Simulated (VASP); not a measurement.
# PbSe (I4/mmm) in VASP: notebook

PbSe is run at these levels: PBE+D3(BJ); tasks: single point.

Everything below comes from runs of VASP 6.6.1. Logs are shortened: lines on timing, memory, paths and dates and some standing lists are left out, and cuts for length are marked.

### Step 1. The cell of the first run

It takes space group I4/mmm (No. 139, tetragonal). The conventional cell has a = 4.313 Å, b = 4.313 Å, c = 6.503 Å, α = 90.00°, β = 90.00°, γ = 90.00°. Pb (site symmetry 4/mmm) has 6 Se at 3.05 to 3.25 Å within 4.0 Å. Within 4.0 Å of Se (site symmetry 4/mmm) lie 6 Pb at 3.05 to 3.25 Å.

### Step 2. Single point, PBE+D3(BJ) (30.24 Å³/atom)

Contents of INCAR:

```
PREC = Accurate ; ENCUT = 520
EDIFF = 1E-7 ; ISMEAR = 0
SIGMA = 0.03 ; LREAL = False
LASPH = True ; NELM = 100
ALGO = Normal ; ISIF = 2
LWAVE = False ; LCHARG = False
GGA = PE ; IVDW = 12
NBANDS = 17
```

Contents of KPOINTS:

```
Automatic mesh
0
Gamma
  10 10 10
```

Contents of POSCAR:

```
PbSe
1.0
    0.0000000000      3.0495330226      3.2514121087
    3.0495330226      0.0000000000      3.2514121087
    3.0495330226      3.0495330226      0.0000000000
Pb Se
1 1
Direct
    0.0000000000      0.0000000000      0.0000000000
    0.5000000000      0.5000000000      0.5000000000
```

Potentials or basis: VASP PAW PBE potentials, release 64 (Pb_d, Se).

Command:

```console
$ cat potpaw_PBE.64/Pb_d/POTCAR potpaw_PBE.64/Se/POTCAR > POTCAR
$ mpirun -np 1 vasp_std > vasp.out
```

OUTCAR:

```text
PREC = Accurate
   ENCUT = 520
   EDIFF = 1E-7
   ISMEAR = 0
   LREAL = False
   LASPH = True
   NELM = 100
   ISIF = 2
   GGA = PE
   IVDW = 12
 IVDW          = 12

 ion  position               nearest neighbor table
   1  0.000  0.000  0.000-   2 3.05   2 3.05   2 3.05   2 3.05   2 3.25   2 3.25
   2  0.500  0.500  0.500-   1 3.05   1 3.05   1 3.05   1 3.05   1 3.25   1 3.25

  LATTYP: Found a body centered tetragonal cell.
 ALAT       =     4.3126909595
 C/A-ratio  =     1.5078345002

  Lattice vectors:

 A1 = (  -3.0495330226,   0.0000000000,   3.2514121087)
 A2 = (   3.0495330226,   0.0000000000,   3.2514121087)
 A3 = (   0.0000000000,   3.0495330226,  -3.2514121087)

Analysis of symmetry for initial positions (statically):
=====================================================================
 Subroutine PRICEL returns:
 Original cell was already a primitive cell.

 Routine SETGRP: Setting up the symmetry group for a
 body centered tetragonal supercell.

 Subroutine GETGRP returns: Found 16 space group operations
 (whereof 16 operations were pure point group operations)
 out of a pool of 16 trial point group operations.

The static configuration has the point symmetry D_4h.

Analysis of symmetry for dynamics (positions and initial velocities):
=====================================================================
 Subroutine PRICEL returns:
 Original cell was already a primitive cell.

 Routine SETGRP: Setting up the symmetry group for a
 body centered tetragonal supercell.

 Subroutine GETGRP returns: Found 16 space group operations
 (whereof 16 operations were pure point group operations)
 out of a pool of 16 trial point group operations.

The dynamic configuration has the point symmetry D_4h.

 Subroutine INISYM returns: Found 16 space group operations
 (whereof 16 operations are pure point group operations),
 and found     1 'primitive' translations

----------------------------------------------------------------------------------------

                                     Primitive cell

  volume of cell :      60.4740

  direct lattice vectors                    reciprocal lattice vectors
     0.000000000  3.049533023  3.251412109    -0.163959530  0.163959530  0.153779337
     3.049533023  0.000000000  3.251412109     0.163959530 -0.163959530  0.153779337
     3.049533023  3.049533023  0.000000000     0.163959530  0.163959530 -0.153779337

  length of vectors
     4.457727264  4.457727264  4.312690959     0.278232887  0.278232887  0.278232887

  position of ions in fractional coordinates (direct lattice)
     0.000000000  0.000000000  0.000000000
     0.500000000  0.500000000  0.500000000

  ion indices of the primitive-cell ions
   primitive index   ion index
                 1           1
                 2           2

----------------------------------------------------------------------------------------

 KPOINTS: Automatic mesh

Automatic generation of k-mesh.
 Grid dimensions read from file:
 generate k-points for:   10   10   10

 Generating k-lattice:

  Cartesian coordinates                     Fractional coordinates (reciprocal lattice)
    -0.016395953  0.016395953  0.015377934     0.100000000  0.000000000  0.000000000
     0.016395953 -0.016395953  0.015377934     0.000000000  0.100000000  0.000000000
     0.016395953  0.016395953 -0.015377934    -0.000000000 -0.000000000  0.100000000

  Length of vectors
     0.027823289  0.027823289  0.027823289

  Shift w.r.t. Gamma in fractional coordinates (k-lattice)
     0.000000000  0.000000000  0.000000000

 Subroutine IBZKPT returns following result:
 ===========================================

 Found    102 irreducible k-points:

 Following reciprocal coordinates:
            Coordinates               Weight
  0.000000  0.000000  0.000000      1.000000
  0.100000  0.000000  0.000000      8.000000
  0.200000  0.000000  0.000000      8.000000
  0.300000 -0.000000  0.000000      8.000000
  0.400000  0.000000  0.000000      8.000000
  0.500000  0.000000  0.000000      4.000000
[... 16 lines left out ...]
  0.300000  0.300000  0.000000      2.000000
  0.400000  0.300000  0.000000      8.000000
 [... further k-points ...]
   k-points           NKPTS =    102   k-points in BZ     NKDIM =    102   number of bands    NBANDS=     17
   number of dos      NEDOS =    301   number of ions     NIONS =      2
   total plane-waves  NPLWV =  41472
   dimension x,y,z NGX =    36 NGY =   36 NGZ =   32
   dimension x,y,z NGXF=    72 NGYF=   72 NGZF=   64
   ions per type =               1   1
   NGX,Y,Z   is equivalent  to a cutoff of  13.43, 13.43, 12.34 a.u.
   NGXF,Y,Z  is equivalent  to a cutoff of  26.85, 26.85, 24.67 a.u.
 SYSTEM =  unknown system
   PREC   = accura    normal or accurate (medium, high low for compatibility)
   ISTART =      0    job   : 0-new  1-cont  2-samecut
   ICHARG =      2    charge: 1-file 2-atom 10-const
   ISPIN  =      1    spin polarized calculation?
[... 28 lines left out ...]
  Thomas-Fermi vector in A             =   2.268828
   LORBIT       =      0    0 simple, 1 ext, 2 COOP (PROOUT), +10 PAW based schemes
   GGA     = PE    functional components
   LHFCALC =     F    Hartree Fock is set to
   AEXX    =    0.0000 exact exchange contribution
   IVDW    =    12    specifies the selected vdW correction
   LEPSILON=     F    determine dielectric tensor
   LRPA    =     F    only Hartree local field effects (RPA)
 non-spin polarized calculation
 Gauss-broadening in eV      SIGMA  =   0.03
  energy-cutoff  :      520.00
  volume of cell :       60.47
 maximum number of plane-waves:      1654
 NGX is ok and might be reduce to    36
   NGX = 17   NGY = 17   NGZ = 17

 number of electron      20.0000001 magnetization

 Free energy of the ion-electron system (eV)
  ---------------------------------------------------
  ext. energy  EPLUGINS =         0.00000000
  ---------------------------------------------------
  free energy    TOTEN  =        -8.15025866 eV

  energy without entropy =       -8.15025866  energy(sigma->0) =       -8.15025866

 E-fermi :   4.5987     XC(G=0):  -9.2800

 val. band max:        4.4677081475   @ k =   0.5000   0.0000   0.0000
 cond. band min:       4.8313098284   @ k =   0.5000   0.0000   0.0000
 fundamental gap:      0.3636016809
 Fermi energy:         4.5987256753

 k-point     1 :       0.0000    0.0000    0.0000
  band No.  band energies     occupation
      1     -12.3489      2.00000
      2     -12.3351      2.00000
      3     -12.3351      2.00000
      4     -12.3134      2.00000
      5     -12.3015      2.00000
      6      -8.7455      2.00000
[... 9 lines left out ...]
     16      11.2065      0.00000
     17      11.8549      0.00000

 k-point     2 :       0.1000    0.0000    0.0000
  band No.  band energies     occupation
      1     -12.3490      2.00000
      2     -12.3347      2.00000
      3     -12.3336      2.00000
      4     -12.3114      2.00000
      5     -12.3033      2.00000
      6      -8.6764      2.00000
[... 9 lines left out ...]
     16      11.4010      0.00000
     17      12.4951      0.00000

 k-point     3 :       0.2000    0.0000    0.0000
  band No.  band energies     occupation
      1     -12.3504      2.00000
      2     -12.3334      2.00000
      3     -12.3305      2.00000
      4     -12.3070      2.00000
      5     -12.3053      2.00000
      6      -8.4806      2.00000
[... 9 lines left out ...]
     16      11.9090      0.00000
     17      13.8356      0.00000

 k-point     4 :       0.3000   -0.0000    0.0000
  band No.  band energies     occupation
      1     -12.3533      2.00000
      2     -12.3319      2.00000
      3     -12.3297      2.00000
      4     -12.3086      2.00000
      5     -12.2965      2.00000
      6      -8.1988      2.00000
[... 9 lines left out ...]
     16      12.7097      0.00000
     17      15.3002      0.00000
[... 343 lines left out ...]
      1     -12.3513      2.00000
      2     -12.3348      2.00000
      3     -12.3235      2.00000
      4     -12.3197      2.00000
      5     -12.2892      2.00000
      6      -8.0746      2.00000
[... 9 lines left out ...]
     16      12.9637      0.00000
     17      14.4512      0.00000

 k-point    23 :       0.3000    0.3000    0.0000
  band No.  band energies     occupation
      1     -12.3956      2.00000
      2     -12.3210      2.00000
      3     -12.3151      2.00000
      4     -12.3151      2.00000
      5     -12.2941      2.00000
      6      -8.1122      2.00000
[... 9 lines left out ...]
     16      14.6353      0.00000
     17      14.7255      0.00000

 k-point    24 :       0.4000    0.3000    0.0000
  band No.  band energies     occupation
      1     -12.4040      2.00000
      2     -12.3203      2.00000
      3     -12.3119      2.00000
      4     -12.3118      2.00000
      5     -12.2943      2.00000
      6      -7.9233      2.00000
[... 9 lines left out ...]
     16      15.2002      0.00000
     17      15.7461      0.00000

 [... further k-points ...]

------------------------ aborting loop because EDIFF is reached ----------------------------------------

 Edisp (eV)   -0.69757

 E8    (eV) :    -0.3257

  FORCE on cell =-STRESS in cart. coord.  units (eV):
  Direction    XX          YY          ZZ          XY          YZ          ZX
  --------------------------------------------------------------------------------------
  -------------------------------------------------------------------------------------
  Total       0.10424     0.10424    -2.04742     0.00000     0.00000    -0.00000
  in kB       2.76159     2.76159   -54.24351     0.00000     0.00000    -0.00000
  external pressure =      -16.24 kB  Pullay stress =        0.00 kB

 VOLUME and BASIS-vectors are now :
 -----------------------------------------------------------------------------
  energy-cutoff  :      520.00
  volume of cell :       60.47
      direct lattice vectors                 reciprocal lattice vectors
     0.000000000  3.049533023  3.251412109    -0.163959530  0.163959530  0.153779337
     3.049533023  0.000000000  3.251412109     0.163959530 -0.163959530  0.153779337
     3.049533023  3.049533023  0.000000000     0.163959530  0.163959530 -0.153779337

 POSITION                                       TOTAL-FORCE (eV/Angst)
 -----------------------------------------------------------------------------------
      0.00000      0.00000      0.00000         0.000000     -0.000000      0.000000
      3.04953      3.04953      3.25141        -0.000000      0.000000     -0.000000
 -----------------------------------------------------------------------------------
    total drift:                               -0.000000      0.000000      0.000000

  FREE ENERGIE OF THE ION-ELECTRON SYSTEM (eV)
  ---------------------------------------------------
  free  energy   TOTEN  =        -8.8478291130 eV

  energy  without entropy=       -8.8478291130  energy(sigma->0) =       -8.84782911
```

It took 56 s on 1 thread of AMD EPYC 9R45 (Zen 5), shared host; peak memory 0.24 GiB.

What came out:

```
Free energy                : -8.8478 eV
Pressure                   : -1.6 GPa
Band gap on the k mesh     : 0.36 eV
Dispersion energy per atom : -0.349 eV
```

Stress tensor (GPa, compression positive):
```
 0.28  0.00  0.00
 0.00  0.28  0.00
 0.00  0.00 -5.42
```

Caveat: spin-orbit coupling is left out, which moves the levels of the heavy elements. A k mesh can miss the band edges.

### Step 3. Single point, PBE+D3(BJ) (30.24 Å³/atom)

Contents of INCAR:

```
SYSTEM = PbSe
  PREC = Accurate
  ENCUT = 520
  EDIFF = 1E-6
  ISMEAR = 0
  SIGMA = 0.03
  LREAL = .FALSE.
  LASPH = .TRUE.
  NELM = 60
  ALGO = Normal
  ISIF = 2
  LWAVE = .FALSE.
  LCHARG = .FALSE.
  GGA = PE
  IVDW = 12
  NBANDS = 17
```

Contents of KPOINTS:

```
Automatic mesh
0
G
  10 10 10
  0 0 0
```

Contents of POSCAR:

```
PbSe
1.0
    0.0000000000      3.1826879122      2.9850429928
    3.1826879122      0.0000000000      2.9850429928
    3.1826879122      3.1826879122      0.0000000000
Pb Se
1 1
Direct
    0.0000000000      0.0000000000      0.0000000000
    0.5000000000      0.5000000000      0.5000000000
```

Potentials or basis: VASP PAW PBE potentials, release 64 (Pb_d, Se).

Command:

```console
$ cat potpaw_PBE.64/Pb_d/POTCAR potpaw_PBE.64/Se/POTCAR > POTCAR
$ mpirun -np 1 vasp_std > vasp.out
```

Run time: 49 s. Hardware: 1 thread of AMD EPYC 9R45 (Zen 5), shared host; peak memory 0.24 GiB.

The run converged. Its results:

```
Free energy                : -8.8392 eV
Pressure                   : -1.6 GPa
Band gap on the k mesh     : 0.34 eV
Dispersion energy per atom : -0.349 eV
```

Stress tensor (GPa, compression positive):
```
-4.00  0.00  0.00
 0.00 -4.00  0.00
 0.00  0.00  3.31
```

Levels at points of the mesh, in eV from the valence-band top:
| k point | band 8 | band 9 | band 10 | band 11 | band 12 | band 13 |
| --- | --- | --- | --- | --- | --- | --- |
| (0.00, 0.00, 0.00) | -2.10 | -1.52 | -1.52 | 4.08 | 4.08 | 5.55 |
| (0.50, 0.00, 0.00) | -1.39 | -1.30 | 0.00 | 0.34 | 1.58 | 1.96 |
| (0.50, 0.50, 0.00) | -4.71 | -3.06 | -3.06 | 3.70 | 5.16 | 5.16 |
| (0.50, 0.00, 0.50) | -4.58 | -3.26 | -2.60 | 3.96 | 4.76 | 5.51 |

Caveat: spin-orbit coupling is left out, which moves the levels of the heavy elements. A k mesh can miss the band edges.

### Step 4. Single point, PBE+D3(BJ) (30.93 Å³/atom)

This run uses another cell than the first one, of 30.93 Å³/atom.

Contents of INCAR:

```
SYSTEM = PbSe
PREC = Accurate ; ENCUT = 520
EDIFF = 1E-6 ; ISMEAR = 0
SIGMA = 0.03 ; LREAL = .FALSE.
LASPH = .TRUE. ; NELM = 60
ALGO = Normal ; ISIF = 2
LWAVE = .FALSE. ; LCHARG = .FALSE.
GGA = PE ; IVDW = 12
NBANDS = 17
```

Contents of KPOINTS:

```
regular mesh
0
G
  10 10 10
  0 0 0
```

Contents of POSCAR:

```
PbSe
1.0
    0.0000000000      3.2239829744      2.9757362853
    3.2239829744      0.0000000000      2.9757362853
    3.2239829744      3.2239829744      0.0000000000
Pb Se
1 1
Direct
    0.0000000000      0.0000000000      0.0000000000
    0.5000000000      0.5000000000      0.5000000000
```

Command:

```console
$ cat potpaw_PBE.64/Pb_d/POTCAR potpaw_PBE.64/Se/POTCAR > POTCAR
$ mpirun -np 1 vasp_std > vasp.out
```

Wall time 62 s (1 thread of AMD EPYC 9R45 (Zen 5), shared host); peak memory 0.25 GiB.

The run converged. Its results:

| Item | Value |
| --- | --- |
| Free energy | -8.7920 eV |
| Pressure | -1.9 GPa |
| Band gap on the k mesh | 0.35 eV |
| Dispersion energy per atom | -0.342 eV |

Stress tensor (GPa, compression positive):
```
-4.69  0.00  0.00
 0.00 -4.69  0.00
 0.00  0.00  3.73
```

Levels at points of the mesh, in eV from the valence-band top:
| k point | band 8 | band 9 | band 10 | band 11 | band 12 | band 13 |
| --- | --- | --- | --- | --- | --- | --- |
| (0.00, 0.00, 0.00) | -2.14 | -1.42 | -1.42 | 3.90 | 3.90 | 5.70 |
| (0.50, 0.00, 0.00) | -1.36 | -1.27 | 0.00 | 0.35 | 1.55 | 2.02 |
| (0.50, 0.50, 0.00) | -4.60 | -2.99 | -2.99 | 3.72 | 5.00 | 5.00 |
| (0.50, 0.00, 0.50) | -4.43 | -3.24 | -2.42 | 4.04 | 4.51 | 5.33 |

Caveat: spin-orbit coupling is left out, which moves the levels of the heavy elements. A k mesh can miss the band edges.

### Step 5. Single point, PBE+D3(BJ) (30.93 Å³/atom)

This run uses another cell than the first one, of 30.93 Å³/atom.

Contents of INCAR:

```
SYSTEM = PbSe
PREC = Accurate
ENCUT = 520
EDIFF = 1E-6
ISMEAR = 0
SIGMA = 0.03
LREAL = .FALSE.
LASPH = .TRUE.
NELM = 80
ALGO = Normal
ISIF = 2
LWAVE = .FALSE.
LCHARG = .TRUE.
GGA = PE
IVDW = 12
LELF = .TRUE.
LVHAR = .TRUE.
NBANDS = 17
```

KPOINTS is that of step 4.

Contents of POSCAR:

```
PbSe
1.0
    0.0000000000      3.1897918185      3.0398716030
    3.1897918185      0.0000000000      3.0398716030
    3.1897918185      3.1897918185      0.0000000000
Pb Se
1 1
Direct
    0.0000000000      0.0000000000      0.0000000000
    0.5000000000      0.5000000000      0.5000000000
```

Command:

```console
$ cat potpaw_PBE.64/Pb_d/POTCAR potpaw_PBE.64/Se/POTCAR > POTCAR
$ mpirun -np 1 vasp_std > vasp.out
```

It took 63 s on 1 thread of AMD EPYC 9R45 (Zen 5), shared host; peak memory 0.25 GiB.

The run converged. Its results:

```
Free energy                : -8.8459 eV
Pressure                   : -2.5 GPa
Band gap on the k mesh     : 0.46 eV
Dispersion energy per atom : -0.342 eV
```

Stress tensor (GPa, compression positive):
```
-4.06  0.00  0.00
 0.00 -4.06  0.00
 0.00  0.00  0.68
```

Levels at points of the mesh, in eV from the valence-band top:
| k point | band 6 | band 7 | band 8 | band 9 | band 10 | band 11 | band 12 | band 13 | band 14 | band 15 |
| --- | --- | --- | --- | --- | --- | --- | --- | --- | --- | --- |
| (0.00, 0.00, 0.00) | -12.99 | -6.40 | -1.84 | -1.41 | -1.41 | 4.21 | 4.21 | 5.26 | 6.59 | 6.59 |
| (0.50, 0.00, 0.00) | -12.10 | -8.42 | -1.24 | -1.16 | 0.00 | 0.46 | 1.72 | 1.99 | 8.44 | 9.85 |
| (0.50, 0.50, 0.00) | -11.71 | -7.37 | -4.45 | -2.84 | -2.84 | 3.89 | 5.17 | 5.17 | 6.13 | 10.97 |
| (0.50, 0.00, 0.50) | -11.89 | -7.20 | -4.35 | -3.00 | -2.51 | 4.07 | 4.89 | 5.54 | 5.95 | 10.55 |

Caveat: spin-orbit coupling is left out, which moves the levels of the heavy elements.

### Step 6. Single point, PBE+D3(BJ) (30.93 Å³/atom)

This run uses another cell than the first one, of 30.93 Å³/atom.

Contents of INCAR:

```
PREC     = Accurate       # precision mode
ENCUT    = 520            # plane-wave cutoff, eV
EDIFF    = 1E-6           # SCF threshold, eV
ISMEAR   = 0              # smearing method
SIGMA    = 0.03           # smearing width, eV
LREAL    = False          # projectors in reciprocal space
LASPH    = True           # aspherical terms in the spheres
NELM     = 100            # most SCF steps
ALGO     = Normal         # electronic algorithm
ISIF     = 2              # what is computed and relaxed
LWAVE    = False          # write WAVECAR
LCHARG   = True           # write CHGCAR
GGA      = PE             # functional
IVDW     = 12             # dispersion correction
LELF     = True           # ELF
LVHAR    = True         
NBANDS   = 17             # bands
```

Contents of KPOINTS:

```
Automatic mesh
0
Gamma
  10 10 10
```

Contents of POSCAR:

```
PbSe
1.0
    0.0000000000      3.0562133476      3.3114071621
    3.0562133476      0.0000000000      3.3114071621
    3.0562133476      3.0562133476      0.0000000000
Pb Se
1 1
Direct
    0.0000000000      0.0000000000      0.0000000000
    0.5000000000      0.5000000000      0.5000000000
```

Potentials or basis: VASP PAW PBE potentials, release 64 (Pb_d, Se).

Command:

```console
$ cat potpaw_PBE.64/Pb_d/POTCAR potpaw_PBE.64/Se/POTCAR > POTCAR
$ mpirun -np 1 vasp_std > vasp.out
```

It took 54 s on 1 thread of AMD EPYC 9R45 (Zen 5), shared host; peak memory 0.24 GiB.

Results (log left out):

| Item | Value |
| --- | --- |
| Free energy | -8.8075 eV |
| Pressure | -2.1 GPa |
| Band gap on the k mesh | 0.39 eV |
| Dispersion energy per atom | -0.341 eV |

Stress tensor (GPa, compression positive):
```
-0.02  0.00  0.00
 0.00 -0.02  0.00
 0.00  0.00 -6.18
```

Levels at points of the mesh, in eV from the valence-band top:
```
           k point  band 6  band 7  band 8  band 9  band 10  band 11  band 12  band 13  band 14  band 15
(0.00, 0.00, 0.00)  -13.07   -6.44   -1.83   -1.83    -1.23     3.50     5.06     5.06     6.33     6.80
(0.50, 0.00, 0.00)  -12.17   -8.50   -1.36   -1.17     0.00     0.39     1.65     1.98     8.36     9.85
(0.50, 0.50, 0.00)  -12.12   -7.09   -4.33   -2.76    -2.76     4.14     5.05     5.57     5.57    11.20
(0.50, 0.00, 0.50)  -11.78   -7.40   -4.51   -3.28    -2.50     3.88     4.35     6.00     6.01    10.04
```

Caveat: spin-orbit coupling is left out, which moves the levels of the heavy elements.

### Step 7. The runs side by side

```tsv
cell	gap on the mesh (eV)	pressure (GPa)
a = 4.458, b = 4.458, c = 4.313 Å, angles 61.1, 61.1, 57.9°, 2 atoms	0.36	-1.6
a = 4.363, b = 4.363, c = 4.501 Å, angles 59.0, 59.0, 62.1°, 2 atoms	0.34	-1.6
a = 4.387, b = 4.387, c = 4.559 Å, angles 58.7, 58.7, 62.6°, 2 atoms	0.35	-1.9
a = 4.406, b = 4.406, c = 4.511 Å, angles 59.2, 59.2, 61.6°, 2 atoms	0.46	-2.5
a = 4.506, b = 4.506, c = 4.322 Å, angles 61.3, 61.3, 57.3°, 2 atoms	0.39	-2.1
```

Alike in all rows: task single point; level PBE+D3(BJ); potentials or basis VASP PAW PBE potentials, release 64 (Pb_d, Se); no spin polarisation; k mesh 10 × 10 × 10; cutoff (eV) 520; smearing gaussian 0.03 eV.

Caveats: spin-orbit coupling is left out, which moves the levels of the heavy elements.

Total energies depend on the potentials used, so only differences within one code and one set of settings carry meaning.
